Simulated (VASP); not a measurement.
# PbSe (P1) in VASP: single point with PBE

Aim: the single point of PbSe with PBE.

Everything below comes from runs of VASP 6.6.1. Logs are shortened: lines on timing, memory, paths and dates and some standing lists are left out, and cuts for length are marked.

## 1. The cell of the first run

The typed cell holds 8 atoms: a = 4.402 Å, b = 7.615 Å, c = 7.683 Å, α = 71.14°, β = 90.37°, γ = 89.86°.

## 2. Single point, PBE

INCAR reads:

```
PREC = Accurate
ENCUT = 520
EDIFF = 1E-6
ISMEAR = 0
SIGMA = 0.1
LREAL = F
LASPH = T
NELM = 80
ALGO = Normal
ISIF = 2
LWAVE = F
LCHARG = T
GGA = PE
LELF = T
LVHAR = T
NBANDS = 50
```

KPOINTS reads:

```
Automatic mesh
0
Gamma
  4 2 2
```

POSCAR reads:

```
PbSe
1.0
    2.1963483208      1.2871981058      3.5908782234
   -6.5906660526      1.2988599869      3.5876744934
   -2.1865439726     -6.4348444041      3.5835924237
Pb Se
4 4
Direct
    0.0067889066      0.0083425158     -0.0145193328
    0.5070224297      0.0081768082      0.4857632901
    0.5068027832      0.5081984913     -0.0140470973
    0.0065157673      0.5082878264      0.4856422255
    0.9933894920      0.2423459163      0.2642393917
    0.4932170075      0.2411914211      0.7642760721
    0.4930586337      0.7412273771      0.2642692709
    0.9932049800      0.7422296439      0.7643761800
```

Potentials or basis: VASP PAW PBE potentials, release 64 (Pb_d, Se).

Started as:

```sh
$ cat potpaw_PBE.64/Pb_d/POTCAR potpaw_PBE.64/Se/POTCAR > POTCAR
$ mpirun -np 1 vasp_std > vasp.out
```

OUTCAR:

```text
PREC = Accurate
   ENCUT = 520
   EDIFF = 1E-6
   ISMEAR = 0
   LREAL = F
   LASPH = T
   NELM = 80
   ISIF = 2
   GGA = PE

 ion  position               nearest neighbor table
   1  0.007  0.008  0.985-   6 2.96   6 3.02   8 3.04   5 3.20   7 3.23   7 3.33
   2  0.507  0.008  0.486-   5 2.96   5 3.03   7 3.04   6 3.19   8 3.22   8 3.33
   3  0.507  0.508  0.986-   8 2.96   8 3.03   6 3.05   7 3.19   5 3.22   5 3.33
   4  0.007  0.508  0.486-   7 2.96   7 3.02   5 3.04   8 3.20   6 3.23   6 3.33
   5  0.993  0.242  0.264-   2 2.96   2 3.03   4 3.04   1 3.20   3 3.22   3 3.33
   6  0.493  0.241  0.764-   1 2.96   1 3.02   3 3.05   2 3.19   4 3.23   4 3.33
   7  0.493  0.741  0.264-   4 2.96   4 3.02   2 3.04   3 3.19   1 3.23   1 3.33
   8  0.993  0.742  0.764-   3 2.96   3 3.03   1 3.04   4 3.20   2 3.22   2 3.33

  LATTYP: Found a triclinic cell.
 ALAT       =     4.4017304921
 B/A-ratio  =     1.9962654942
 C/A-ratio  =     2.0060612242
 COS(alpha) =     0.0021802531
 COS(beta)  =     0.4929040024
 COS(gamma) =     0.4988826870

  Lattice vectors:

 A1 = (  -2.1963483208,  -1.2871981058,  -3.5908782234)
 A2 = (  -8.7870143734,   0.0116618811,  -0.0032037300)
 A3 = (  -0.0098043482,   5.1476462983,  -7.1744706471)

Analysis of symmetry for initial positions (statically):
=====================================================================
 Subroutine PRICEL returns:
 Original cell was already a primitive cell.

 Routine SETGRP: Setting up the symmetry group for a
 triclinic supercell.

 Subroutine GETGRP returns: Found  1 space group operations
 (whereof  1 operations were pure point group operations)
 out of a pool of  2 trial point group operations.

The static configuration has the point symmetry C_1 .

Analysis of symmetry for dynamics (positions and initial velocities):
=====================================================================
 Subroutine PRICEL returns:
 Original cell was already a primitive cell.

 Routine SETGRP: Setting up the symmetry group for a
 triclinic supercell.

 Subroutine GETGRP returns: Found  1 space group operations
 (whereof  1 operations were pure point group operations)
 out of a pool of  2 trial point group operations.

The dynamic configuration has the point symmetry C_1 .

 Subroutine INISYM returns: Found  1 space group operations
 (whereof  1 operations are pure point group operations),
 and found     1 'primitive' translations

[... 96 lines left out ...]
   NSW    =      0    number of steps for IOM
   IBRION =     -1    ionic relax: 0-MD 1-quasi-New 2-CG
   NFREE  =      0    steps in history (QN), initial steepest desc. (CG)
   ISIF   =      2    stress and relaxation
   ISYM   =      2    0-nonsym 1-usesym 2-fastsym
   POTIM  = 0.5000    time-step for ionic-motion
   TEBEG  =    0.0;   TEEND  =   0.0 temperature during run
   PSTRESS=    0.0 pullay stress
   NELECT =      80.0000    total number of electrons
   NUPDOWN=      -1.0000    fix difference up-down
   EMIN   =  10.00;   EMAX   =-10.00  energy-range for DOS
   EFERMI =   0.00;   METHOD = LEGACY
   ISMEAR =     0;   SIGMA  =   0.10  broadening in eV -4-tet -1-fermi 0-gaus
   EFERMI_NEDOS =   21; number of points for ismear=-14 and -15
   IALGO  =     38    algorithm
   IMIX   =      4    mixing-type and parameters
     AMIX     =   0.40;   BMIX     =  1.00
     AMIX_MAG =   1.60;   BMIX_MAG =  1.00
  volume/ion in A,a.u.               =      30.46       205.59
  Fermi-wavevector in a.u.,A,eV,Ry     =   1.129297  2.134063 17.351682  1.275313
  Thomas-Fermi vector in A             =   2.265990
   LORBIT       =      0    0 simple, 1 ext, 2 COOP (PROOUT), +10 PAW based schemes
   GGA     = PE    functional components
   LHFCALC =     F    Hartree Fock is set to
   AEXX    =    0.0000 exact exchange contribution
   IVDW    =     0    specifies the selected vdW correction
   LEPSILON=     F    determine dielectric tensor
   LRPA    =     F    only Hartree local field effects (RPA)
 non-spin polarized calculation
 Gauss-broadening in eV      SIGMA  =   0.10
  energy-cutoff  :      520.00
  volume of cell :      243.72
 maximum number of plane-waves:      6591
 NGX is ok and might be reduce to    36
   NGX = 17   NGY = 29   NGZ = 29

 number of electron      80.0000011 magnetization

 Free energy of the ion-electron system (eV)
  ---------------------------------------------------
  ext. energy  EPLUGINS =         0.00000000
  ---------------------------------------------------
  free energy    TOTEN  =       -32.71337683 eV

  energy without entropy =      -32.71337359  energy(sigma->0) =      -32.71337521

 E-fermi :   4.5475     XC(G=0):  -9.2427

 val. band max:        4.2697969521   @ k =   0.5000   0.5000   0.5000
 cond. band min:       4.8249587846   @ k =   0.5000   0.5000   0.5000
 fundamental gap:      0.5551618326
 Fermi energy:         4.5474868606

 k-point     1 :       0.0000    0.0000    0.0000
  band No.  band energies     occupation
      1     -12.4743      2.00000
      2     -12.4040      2.00000
      3     -12.3972      2.00000
      4     -12.3966      2.00000
      5     -12.3936      2.00000
      6     -12.3932      2.00000
[... 625 lines left out ...]
     49       9.7206      0.00000
     50       9.7912      0.00000

------------------------ aborting loop because EDIFF is reached ----------------------------------------

  FORCE on cell =-STRESS in cart. coord.  units (eV):
  Direction    XX          YY          ZZ          XY          YZ          ZX
  --------------------------------------------------------------------------------------
  -------------------------------------------------------------------------------------
  Total       -0.0453175      0.0553970      0.0018292      0.0245503      0.0785367     -0.0234061
  in kB       -0.2979112      0.3641725      0.0120247      0.1613907      0.5162900     -0.1538683
  external PRESSURE =       0.0260953 kB  Pullay stress =       0.0000000 kB

 VOLUME and BASIS-vectors are now :
 -----------------------------------------------------------------------------
  energy-cutoff  :      520.00
  volume of cell :      243.72
      direct lattice vectors                 reciprocal lattice vectors
     2.196348321  1.287198106  3.590878223     0.113822500  0.064720639  0.185664291
    -6.590666053  1.298859987  3.587674493    -0.113735614  0.064510469  0.046441361
    -2.186543973 -6.434844404  3.583592424    -0.000188743 -0.129436175  0.046513564

 POSITION                                       TOTAL-FORCE (eV/Angst)
 -----------------------------------------------------------------------------------
     -2.19487     -6.32184      3.58587        -0.003226     -0.006648      0.016413
     -0.00244     -2.46255      3.59077        -0.006966      0.001107      0.017710
     -4.39208     -5.03202      7.17637        -0.004994      0.002838      0.016690
     -4.39752     -2.45645      3.58731        -0.002829     -0.003841      0.017363
      0.00684     -0.10688      5.38353         0.009221     -0.003904     -0.019900
     -2.17746     -3.96986      5.37525        -0.000866      0.005960     -0.014553
     -4.38009     -0.10312      5.37683         0.001172      0.003981     -0.014518
     -4.38171     -2.67614      8.96857         0.008487      0.000508     -0.019206
 -----------------------------------------------------------------------------------
    total drift:                                0.000135     -0.000263      0.000133

  FREE ENERGIE OF THE ION-ELECTRON SYSTEM (eV)
  ---------------------------------------------------
  free  energy   TOTEN  =       -32.7133768271 eV

  energy  without entropy=      -32.7133735876  energy(sigma->0) =      -32.71337521
```

OSZICAR:

```text
N       E                     dE             d eps       ncg     rms          rms(c)
DAV:   1     0.897785493272E+03    0.89779E+03   -0.35410E+04  1200   0.164E+03
DAV:   2     0.896968124207E+02   -0.80809E+03   -0.78234E+03  1216   0.445E+02
DAV:   3    -0.263768012382E+02   -0.11607E+03   -0.11057E+03  1556   0.194E+02
DAV:   4    -0.337026760374E+02   -0.73259E+01   -0.72510E+01  1448   0.491E+01
DAV:   5    -0.339920440023E+02   -0.28937E+00   -0.28891E+00  1506   0.972E+00    0.551E+00
DAV:   6    -0.327026103411E+02    0.12894E+01   -0.24522E+00  1610   0.765E+00    0.292E+00
DAV:   7    -0.327028246447E+02   -0.21430E-03   -0.71085E-01  1644   0.270E+00    0.171E+00
DAV:   8    -0.327212415120E+02   -0.18417E-01   -0.98668E-02  1598   0.239E+00    0.533E-01
DAV:   9    -0.327127069321E+02    0.85346E-02   -0.20056E-02  1608   0.109E+00    0.164E-01
DAV:  10    -0.327132671087E+02   -0.56018E-03   -0.37171E-03  1524   0.263E-01    0.607E-02
DAV:  11    -0.327133743698E+02   -0.10726E-03   -0.24127E-04  1456   0.110E-01    0.114E-02
DAV:  12    -0.327133764311E+02   -0.20613E-05   -0.19279E-05  1480   0.273E-02    0.952E-03
DAV:  13    -0.327133768271E+02   -0.39604E-06   -0.33951E-06  1094   0.143E-02
   1 F= -.32713377E+02 E0= -.32713375E+02  d E =-.323952E-05
```

Wall time 1.7 min (1 thread of Intel Xeon Platinum 8488C (Sapphire Rapids), shared host); peak memory 0.38 GiB.

Results:

```
Free energy            : -32.7134 eV
Pressure               : 0.0 GPa
Largest force          : 0.022 eV/Å
Band gap on the k mesh : 0.56 eV
```

Forces on the atoms (eV/Å):
```
Pb  -0.003 -0.007  0.016
Pb  -0.007  0.001  0.018
Pb  -0.005  0.003  0.017
Pb  -0.003 -0.004  0.017
Se   0.009 -0.004 -0.020
Se  -0.001  0.006 -0.015
Se   0.001  0.004 -0.015
Se   0.008  0.001 -0.019
```

Stress tensor (GPa, compression positive):
```
-0.03  0.02 -0.02
 0.02  0.04  0.05
-0.02  0.05  0.00
```

Levels at points of the mesh, in eV from the valence-band top:
| k point | band 37 | band 38 | band 39 | band 40 | band 41 | band 42 | band 43 | band 44 |
| --- | --- | --- | --- | --- | --- | --- | --- | --- |
| (0.00, 0.00, 0.00) | -1.23 | -1.18 | -0.22 | -0.09 | 0.67 | 0.84 | 1.96 | 1.97 |
| (0.50, 0.00, 0.00) | -0.67 | -0.67 | -0.58 | -0.58 | 1.57 | 1.58 | 2.06 | 2.07 |
| (0.00, 0.50, 0.00) | -1.43 | -1.43 | -0.88 | -0.88 | 2.23 | 2.23 | 2.90 | 2.90 |
| (0.50, 0.50, 0.00) | -1.83 | -1.83 | -1.80 | -1.80 | 2.90 | 2.90 | 2.94 | 2.94 |
| (0.00, 0.00, 0.50) | -1.40 | -1.40 | -0.90 | -0.90 | 2.27 | 2.27 | 2.88 | 2.88 |
| (0.50, 0.00, 0.50) | -1.82 | -1.82 | -1.77 | -1.77 | 2.96 | 2.97 | 2.98 | 2.98 |
| (0.00, 0.50, 0.50) | -1.27 | -1.25 | -0.60 | -0.60 | 1.53 | 1.53 | 2.47 | 2.47 |
| (0.50, 0.50, 0.50) | -1.27 | -1.25 | -0.06 | 0.00 | 0.56 | 0.63 | 1.97 | 2.02 |

Caveat: the k points lie up to 0.44 Å⁻¹ apart; spin-orbit coupling is left out, which moves the levels of the heavy elements. A k mesh can miss the band edges.
